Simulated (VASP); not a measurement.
BP: single point with PBE

The system is BP.

```
CELL_PARAMETERS angstrom
0.00000 2.27408 2.27408
2.27408 0.00000 2.27408
2.27408 2.27408 0.00000
ATOMIC_POSITIONS crystal
B 0.00000 0.00000 0.00000
P 0.25000 0.25000 0.25000
```

* Program: VASP 6.6.1
* Task: single point
* Functional: PBE
* Potentials or basis: VASP PAW PBE potentials, release 64 (B, P)
* Cutoff: 500 eV
* k mesh: 10 × 10 × 10
* Occupations: gaussian, width 0.02 eV
* Spin: no spin polarisation
* Dipole correction: no
* Further INCAR settings: ALGO = Normal; EDIFF = 1e-06; NBANDS = 11

```yaml
Pressure: -0.2 GPa
Band_gap_on_the_k_mesh: 1.25 eV (least direct gap 3.39 eV)
```

Levels at points of the mesh, in eV from the valence-band top:
```tsv
k point	band 1	band 2	band 3	band 4	band 5	band 6	band 7	band 8	band 9
(0.00, 0.00, 0.00)	-15.40	0.00	0.00	0.00	3.39	3.39	3.39	7.27	11.47
(0.50, 0.00, 0.00)	-12.10	-8.99	-1.75	-1.75	3.74	4.71	4.71	10.10	14.58
(0.50, 0.50, 0.00)	-10.58	-8.55	-4.09	-4.09	1.35	1.67	12.06	12.06	15.15
```

Wall time 5.8 s on 1 thread of Intel(R) Xeon(R) Platinum 8375C CPU @ 2.90GHz (Ice Lake), with other jobs on the host, peak memory 0.13 GiB.

A k mesh can miss the band edges.
